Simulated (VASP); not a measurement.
# Au (Fm-3m) in VASP: notebook

The runs below take Au through single point, with r2SCAN.

All numbers are computed with VASP 6.6.1; they aren't measurements. Logs are shortened: lines on timing, memory, paths and dates and some standing lists are left out, and cuts for length are marked.

## Step 1: The cell of the first run

The structure is cubic, space group Fm-3m (No. 225). The conventional cell has a = 4.207 Å, b = 4.207 Å, c = 4.207 Å, α = 90.00°, β = 90.00°, γ = 90.00°. Au (site symmetry m-3m) has 12 Au at 2.97 Å within 3.9 Å.

## Step 2: Single point, r2SCAN (equal strain along all axes, cell held: +2.0 %)

Input file POSCAR:

```
Au
1.0
    2.1034336437      2.1034336437      0.0000000000
   -2.1034336437      2.1034336437      0.0000000000
    0.0000000000      0.0000000000      4.2068672873
Au
2
Direct
    0.0000000000      0.0000000000      0.0000000000
    0.5000000000      0.5000000000      0.5000000000
```

Input file INCAR.step1:

```
SYSTEM = Au
PREC = Accurate
ENCUT = 520
ISMEAR = 0
SIGMA = 0.1
LREAL = .False.
LASPH = .True.
NELM = 60
NBANDS = 18
GGA = PE
ALGO = Normal
EDIFF = 1E-4
LWAVE = .True.
LCHARG = .False.
```

Input file INCAR.step2:

```
SYSTEM = Au
PREC = Accurate
ENCUT = 520
EDIFF = 1E-6
ISMEAR = 0
SIGMA = 0.1
LREAL = .False.
LASPH = .True.
NELM = 60
ALGO = Normal
ISIF = 2
LWAVE = .False.
LCHARG = .False.
METAGGA = R2SCAN
LMIXTAU = .True.
NBANDS = 18
ISTART = 1
```

Input file KPOINTS:

```
Automatic mesh
0
Gamma
  18 18 12
  0 0 0
```

Potentials or basis: VASP PAW PBE potentials, release 64 (Au).

On the command line:

```console
$ cat potpaw_PBE.64/Au/POTCAR > POTCAR
$ cp INCAR.step1 INCAR
$ mpirun -np 1 vasp_std > vasp.out
$ cp INCAR.step2 INCAR
$ mpirun -np 1 vasp_std > vasp.out
```

OUTCAR:

```text
SYSTEM = Au
   PREC = Accurate
   ENCUT = 520
   EDIFF = 1E-6
   ISMEAR = 0
   LREAL = .False.
   LASPH = .True.
   NELM = 60
   ISIF = 2
   METAGGA = R2SCAN
   ISTART = 1

 ion  position               nearest neighbor table
   1  0.000  0.000  0.000-   2 2.97   2 2.97   2 2.97   2 2.97   2 2.97   2 2.97   2 2.97   2 2.97

   2  0.500  0.500  0.500-   1 2.97   1 2.97   1 2.97   1 2.97   1 2.97   1 2.97   1 2.97   1 2.97

  LATTYP: Found a simple tetragonal cell.
 ALAT       =     2.9747043865
 C/A-ratio  =     1.4142135623

  Lattice vectors:

 A1 = (   2.1034336437,   2.1034336437,   0.0000000000)
 A2 = (  -2.1034336437,   2.1034336437,   0.0000000000)
 A3 = (   0.0000000000,   0.0000000000,   4.2068672873)

Analysis of symmetry for initial positions (statically):
=====================================================================
 Subroutine PRICEL returns following result:

  LATTYP: Found a face centered cubic cell.
 ALAT       =     4.2068672873

  Lattice vectors:

 A1 = (   0.0000000000,  -2.1034336437,  -2.1034336436)
 A2 = (   2.1034336437,   0.0000000000,  -2.1034336436)
 A3 = (   2.1034336437,  -2.1034336437,   0.0000000000)

   2 primitive cells build up your supercell.

 Routine SETGRP: Setting up the symmetry group for a
 simple tetragonal supercell.

 Subroutine GETGRP returns: Found 16 space group operations
 (whereof 16 operations were pure point group operations)
 out of a pool of 16 trial point group operations.

The static configuration has the point symmetry D_4h.

Analysis of symmetry for dynamics (positions and initial velocities):
=====================================================================
 Subroutine PRICEL returns following result:

  LATTYP: Found a face centered cubic cell.
 ALAT       =     4.2068672873

  Lattice vectors:

 A1 = (   0.0000000000,  -2.1034336437,  -2.1034336436)
 A2 = (   2.1034336437,   0.0000000000,  -2.1034336436)
 A3 = (   2.1034336437,  -2.1034336437,   0.0000000000)

   2 primitive cells build up your supercell.

 Routine SETGRP: Setting up the symmetry group for a
 simple tetragonal supercell.

 Subroutine GETGRP returns: Found 16 space group operations
 (whereof 16 operations were pure point group operations)
 out of a pool of 16 trial point group operations.

The dynamic configuration has the point symmetry D_4h.

 Subroutine INISYM returns: Found 16 space group operations
 (whereof 16 operations are pure point group operations),
 and found     2 'primitive' translations

----------------------------------------------------------------------------------------

                                     Primitive cell

  volume of cell :      18.6130

  direct lattice vectors                    reciprocal lattice vectors
     0.000000000 -2.103433644 -2.103433644    -0.237706572 -0.237706572 -0.237706572
     2.103433644  0.000000000 -2.103433644     0.237706572  0.237706572 -0.237706572
     2.103433644 -2.103433644  0.000000000     0.237706572 -0.237706572  0.237706572

  length of vectors
     2.974704386  2.974704386  2.974704386     0.411719859  0.411719859  0.411719859

  position of ions in fractional coordinates (direct lattice)
     0.000000000  0.000000000  0.000000000

  ion indices of the primitive-cell ions
   primitive index   ion index
                 1           1

----------------------------------------------------------------------------------------

 KPOINTS: Automatic mesh

Automatic generation of k-mesh.
 Grid dimensions read from file:
 generate k-points for:   18   18   12

 Generating k-lattice:

  Cartesian coordinates                     Fractional coordinates (reciprocal lattice)
     0.013205921  0.013205921  0.000000000     0.055555556  0.000000000  0.000000000
    -0.013205921  0.013205921  0.000000000     0.000000000  0.055555556  0.000000000
     0.000000000  0.000000000  0.019808881     0.000000000  0.000000000  0.083333333

  Length of vectors
     0.018675992  0.018675992  0.019808881

  Shift w.r.t. Gamma in fractional coordinates (k-lattice)
     0.000000000  0.000000000  0.000000000

 Subroutine IBZKPT returns following result:
 ===========================================

 Found    385 irreducible k-points:

 Following reciprocal coordinates:
            Coordinates               Weight
  0.000000  0.000000  0.000000      1.000000
  0.055556  0.000000  0.000000      4.000000
  0.111111  0.000000  0.000000      4.000000
  0.166667  0.000000  0.000000      4.000000
  0.222222  0.000000  0.000000      4.000000
  0.277778  0.000000  0.000000      4.000000
[... 16 lines left out ...]
  0.277778  0.111111  0.000000      8.000000
  0.333333  0.111111  0.000000      8.000000
 [... further k-points ...]
   k-points           NKPTS =    385   k-points in BZ     NKDIM =    385   number of bands    NBANDS=     18
   number of dos      NEDOS =    301   number of ions     NIONS =      2
   total plane-waves  NPLWV =  18432
   dimension x,y,z NGX =    24 NGY =   24 NGZ =   32
   dimension x,y,z NGXF=    48 NGYF=   48 NGZF=   64
   ions per type =               2
   NGX,Y,Z   is equivalent  to a cutoff of  13.41, 13.41, 12.65 a.u.
   NGXF,Y,Z  is equivalent  to a cutoff of  26.83, 26.83, 25.29 a.u.
 SYSTEM =  Au
   PREC   = accura    normal or accurate (medium, high low for compatibility)
   ISTART =      1    job   : 0-new  1-cont  2-samecut
   ICHARG =      0    charge: 1-file 2-atom 10-const
   ISPIN  =      1    spin polarized calculation?
   LNONCOLLINEAR =      F non collinear calculations
   LSORBIT =      F    spin-orbit coupling
   LASPH  =      T    aspherical Exc in radial PAW
   ENCUT  =  520.0 eV  38.22 Ry    6.18 a.u.   5.53  5.53  7.82*2*pi/ulx,y,z
   NELM   =     60;   NELMIN=  2; NELMDL=  0     # of ELM steps
   EDIFF  = 0.1E-05   stopping-criterion for ELM
   LREAL  =      F    real-space projection
[... 7 lines left out ...]
   TEBEG  =    0.0;   TEEND  =   0.0 temperature during run
   PSTRESS=    0.0 pullay stress
   NELECT =      22.0000    total number of electrons
   NUPDOWN=      -1.0000    fix difference up-down
   EMIN   =  10.00;   EMAX   =-10.00  energy-range for DOS
   EFERMI =   0.00;   METHOD = LEGACY
   ISMEAR =     0;   SIGMA  =   0.10  broadening in eV -4-tet -1-fermi 0-gaus
   EFERMI_NEDOS =   21; number of points for ismear=-14 and -15
   IALGO  =     38    algorithm
   IMIX   =      4    mixing-type and parameters
     AMIX     =   0.40;   BMIX     =  1.00
     AMIX_MAG =   1.60;   BMIX_MAG =  1.00
  volume/ion in A,a.u.               =      18.61       125.61
  Fermi-wavevector in a.u.,A,eV,Ry     =   1.373832  2.596166 25.679826  1.887414
  Thomas-Fermi vector in A             =   2.499313
   LORBIT       =      0    0 simple, 1 ext, 2 COOP (PROOUT), +10 PAW based schemes
   METAGGA = R2SCAN    functional components
   LHFCALC =     F    Hartree Fock is set to
   AEXX    =    0.0000 exact exchange contribution
   IVDW    =     0    specifies the selected vdW correction
   LEPSILON=     F    determine dielectric tensor
   LRPA    =     F    only Hartree local field effects (RPA)
 non-spin polarized calculation
 Gauss-broadening in eV      SIGMA  =   0.10
  energy-cutoff  :      520.00
  volume of cell :       37.23
 maximum number of plane-waves:      1023
 NGX is ok and might be reduce to    24
   NGX = 11   NGY = 11   NGZ = 15

 number of electron      22.0000000 magnetization

 Free energy of the ion-electron system (eV)
  ---------------------------------------------------
  ext. energy  EPLUGINS =         0.00000000
  ---------------------------------------------------
  free energy    TOTEN  =      -101.14058791 eV

  energy without entropy =     -101.13772227  energy(sigma->0) =     -101.13915509

 E-fermi :   7.9398     XC(G=0): -13.0089

 val. band max:        7.9396987689   @ k =   0.2778   0.2778   0.5000
 cond. band min:       7.9495480697   @ k =   0.5000   0.1667   0.1667
 fundamental gap:      0.0098493008
 Fermi energy:         7.9397996470

 k-point     1 :       0.0000    0.0000    0.0000
  band No.  band energies     occupation
      1      -1.2251      2.00000
      2       1.3919      2.00000
      3       1.6289      2.00000
      4       3.4410      2.00000
      5       3.4410      2.00000
      6       3.4425      2.00000
[... 10 lines left out ...]
     17      25.0003      0.00000
     18      26.8680      0.00000

 k-point     2 :       0.0556    0.0000    0.0000
  band No.  band energies     occupation
      1      -1.1561      2.00000
      2       1.4344      2.00000
      3       1.6665      2.00000
      4       3.4179      2.00000
      5       3.4610      2.00000
      6       3.4712      2.00000
[... 10 lines left out ...]
     17      25.2774      0.00000
     18      26.4175      0.00000

 k-point     3 :       0.1111    0.0000    0.0000
  band No.  band energies     occupation
      1      -0.9518      2.00000
      2       1.5421      2.00000
      3       1.7924      2.00000
      4       3.3528      2.00000
      5       3.5205      2.00000
      6       3.5501      2.00000
[... 10 lines left out ...]
     17      25.3867      0.00000
     18      25.7107      0.00000

 k-point     4 :       0.1667    0.0000    0.0000
  band No.  band energies     occupation
      1      -0.6217      2.00000
      2       1.6776      2.00000
      3       2.0225      2.00000
      4       3.2573      2.00000
      5       3.6178      2.00000
      6       3.6544      2.00000
[... 10 lines left out ...]
     17      24.1380      0.00000
     18      25.7981      0.00000

 k-point     5 :       0.2222    0.0000    0.0000
  band No.  band energies     occupation
      1      -0.1823      2.00000
      2       1.8293      2.00000
      3       2.3305      2.00000
      4       3.1479      2.00000
      5       3.7383      2.00000
      6       3.7502      2.00000
[... 10 lines left out ...]
     17      23.5083      0.00000
     18      25.6314      0.00000

 k-point     6 :       0.2778    0.0000    0.0000
  band No.  band energies     occupation
      1       0.3409      2.00000
      2       1.9961      2.00000
      3       2.6623      2.00000
      4       3.0437      2.00000
      5       3.7566      2.00000
      6       3.9140      2.00000
[... 10 lines left out ...]
     17      22.7737      0.00000
     18      25.3750      0.00000

 k-point     7 :       0.3333    0.0000    0.0000
  band No.  band energies     occupation
      1       0.9109      2.00000
      2       2.1675      2.00000
      3       2.9573      2.00000
      4       2.9629      2.00000
      5       3.6896      2.00000
      6       3.7011      2.00000
[... 10 lines left out ...]
     17      22.1425      0.00000
     18      25.1197      0.00000

 k-point     8 :       0.3889    0.0000    0.0000
  band No.  band energies     occupation
      1       1.4749      2.00000
      2       2.3170      2.00000
      3       2.9221      2.00000
      4       3.1642      2.00000
      5       3.3872      2.00000
      6       3.5944      2.00000
[... 10 lines left out ...]
     17      23.3375      0.00000
     18      24.9296      0.00000
[... 229 lines left out ...]
     17      24.0031      0.00000
     18      24.0031      0.00000

 k-point    20 :       0.1111    0.1111    0.0000
  band No.  band energies     occupation
      1      -0.6819      2.00000
      2       1.7236      2.00000
      3       1.9199      2.00000
      4       3.1958      2.00000
      5       3.6723      2.00000
      6       3.6738      2.00000
[... 10 lines left out ...]
     17      25.5549      0.00000
     18      26.1123      0.00000

 k-point    21 :       0.1667    0.1111    0.0000
  band No.  band energies     occupation
      1      -0.3577      2.00000
      2       1.8787      2.00000
      3       2.1216      2.00000
      4       3.0746      2.00000
      5       3.7951      2.00000
      6       3.7989      2.00000
[... 10 lines left out ...]
     17      24.5023      0.00000
     18      25.6616      0.00000

 k-point    22 :       0.2222    0.1111    0.0000
  band No.  band energies     occupation
      1       0.0705      2.00000
      2       2.0354      2.00000
      3       2.4055      2.00000
      4       2.9496      2.00000
      5       3.8594      2.00000
      6       3.9509      2.00000
[... 10 lines left out ...]
     17      23.7764      0.00000
     18      25.6120      0.00000

 k-point    23 :       0.2778    0.1111    0.0000
  band No.  band energies     occupation
      1       0.5743      2.00000
      2       2.2070      2.00000
      3       2.6911      2.00000
      4       2.8351      2.00000
      5       3.7176      2.00000
      6       3.7835      2.00000
[... 10 lines left out ...]
     17      22.8666      0.00000
     18      26.1113      0.00000

 k-point    24 :       0.3333    0.1111    0.0000
  band No.  band energies     occupation
      1       1.1146      2.00000
      2       2.3942      2.00000
      3       2.7464      2.00000
      4       2.8888      2.00000
      5       3.3787      2.00000
      6       3.6292      2.00000
[... 10 lines left out ...]
     17      21.7283      0.00000
     18      25.3289      0.00000

 [... further k-points ...]
[... 5 lines left out ...]
  --------------------------------------------------------------------------------------
  -------------------------------------------------------------------------------------
  Total       -1.7184186     -1.7184186     -1.7827642      0.0000000      0.0000000     -0.0000000
  in kB      -73.9593525    -73.9593525    -76.7287382      0.0000000      0.0000000     -0.0000000
  external PRESSURE =     -74.8824811 kB  Pullay stress =       0.0000000 kB

 VOLUME and BASIS-vectors are now :
 -----------------------------------------------------------------------------
  energy-cutoff  :      520.00
  volume of cell :       37.23
      direct lattice vectors                 reciprocal lattice vectors
     2.103433644  2.103433644  0.000000000     0.237706572  0.237706572  0.000000000
    -2.103433644  2.103433644  0.000000000    -0.237706572  0.237706572  0.000000000
     0.000000000  0.000000000  4.206867287     0.000000000  0.000000000  0.237706572

 POSITION                                       TOTAL-FORCE (eV/Angst)
 -----------------------------------------------------------------------------------
      0.00000      0.00000      0.00000        -0.000000     -0.000000     -0.000000
      0.00000      2.10343      2.10343         0.000000      0.000000      0.000000
 -----------------------------------------------------------------------------------
    total drift:                               -0.000000      0.000000     -0.000000

  FREE ENERGIE OF THE ION-ELECTRON SYSTEM (eV)
  ---------------------------------------------------
  free  energy   TOTEN  =      -101.1405879124 eV

  energy  without entropy=     -101.1377222721  energy(sigma->0) =     -101.13915509
```

It took 10 min on 1 thread of Oxide Virtual Turin-like, shared host; peak memory 0.29 GiB.

What came out:

| Item | Value |
| --- | --- |
| Free energy | -101.1406 eV |
| Pressure | -7.5 GPa |
| Band gap on the k mesh | zero (band 11 reaches 12.43 eV, above the bottom of band 12 at 5.24 eV) |

Levels at points of the mesh, in eV from the Fermi level:
```csv
k point,band 9,band 10,band 11,band 12,band 13,band 14
"(0.00, 0.00, 0.00)",-2.18,-1.83,-1.83,1.43,5.28,10.23
"(0.50, 0.00, 0.00)",-3.16,-3.16,-0.43,-0.43,8.45,8.45
"(0.50, 0.50, 0.00)",-1.83,-1.83,1.44,1.44,5.28,5.28
"(0.00, 0.00, 0.50)",-3.40,-3.40,-2.70,-2.70,14.70,14.70
"(0.50, 0.00, 0.50)",-2.12,-2.12,-0.39,-0.39,2.70,2.70
"(0.50, 0.50, 0.50)",-1.83,-1.83,4.44,4.44,6.32,6.32
```

Caveat: the cell differs from its parent crystal (equal strain along all axes, cell held: +2.0 %); the PAW data sets were made with another functional, which shifts forces and pressure a little; spin-orbit coupling is left out, which moves the levels of the heavy elements.

[end of part 1 of 2]
